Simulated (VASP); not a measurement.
A run of VASP 6.6.1 is set up as follows.

Contents of INCAR:

```
SYSTEM = H14CO8
  PREC = Accurate
  ENCUT = 520
  EDIFF = 1E-6
  ISMEAR = -1
  SIGMA = 0.05
  LREAL = Auto
  LASPH = .TRUE.
  NELM = 60
  ALGO = Normal
  ISIF = 2
  LWAVE = .FALSE.
  LCHARG = .TRUE.
  GGA = PE
  LELF = .TRUE.
  LVHAR = .TRUE.
  NBANDS = 50
```

File KPOINTS:

```
Automatic mesh
0
G
  1 1 1
  0 0 0
```

The input POSCAR:

```
H14CO8
1.0
    6.2402510000      0.0000000000      0.0000000000
    0.0000000000      6.2402510000      0.0000000000
    0.0000000000      0.0000000000      6.2402510000
O H C
8 14 1
Direct
    0.7083259030      0.2500230109      0.7322591387
    0.4324757817      0.8251332331      0.3153328202
   -0.0131954407      0.5108004506      0.9446650860
    0.7079696209      0.8706072893      0.9484266910
    0.2812686853      0.8178025669     -0.1267689888
    0.5371140598      0.3902670266      0.3247148748
    0.0298715425     -0.0513699699      0.5111874052
    0.1231544482      0.2208736231      0.2855751024
    0.5895061680      0.3006234540      0.8197427951
    0.7303135701      0.1009234508      0.7859340530
    0.5478164344      0.8682740634      0.2178697419
    0.4643953203      0.6701456453      0.3339530355
   -0.0958367041      0.4104621406      0.8523503940
    0.0209203950      0.4268179163      1.0735698635
    0.8072825863      0.7473358144      0.9501883774
    0.5701549540      0.8154064458      0.8922001553
    0.2895660393      0.8535160227      0.0271562143
    0.1843313062      0.6916938967     -0.1265234389
    0.3983607603      0.3149972669      0.3211626799
    0.6045389056      0.3375607670      0.4569531170
    0.1794826538     -0.0504172265      0.5673041491
   -0.1699176566      0.0699529720      0.2931508473
   -0.0037412335      0.0871997399      0.3556612859
```

Potentials or basis: VASP PAW PBE potentials, release 64 (O, H, C).

The run is started by

```console
$ cat potpaw_PBE.64/O/POTCAR potpaw_PBE.64/H/POTCAR potpaw_PBE.64/C/POTCAR > POTCAR
$ mpirun -np 1 vasp_gam > vasp.out
```

**Question.** Estimate the pressure.

**Answer.** 0.4 GPa.

**Question.** Estimate the largest force.

**Answer.** 0.365 eV/Å.

Stress tensor (GPa, compression positive):
```
 0.98  0.43 -0.29
 0.43  0.28  0.31
-0.29  0.31 -0.19
```

Caveat: the k points lie up to 1.01 Å⁻¹ apart.
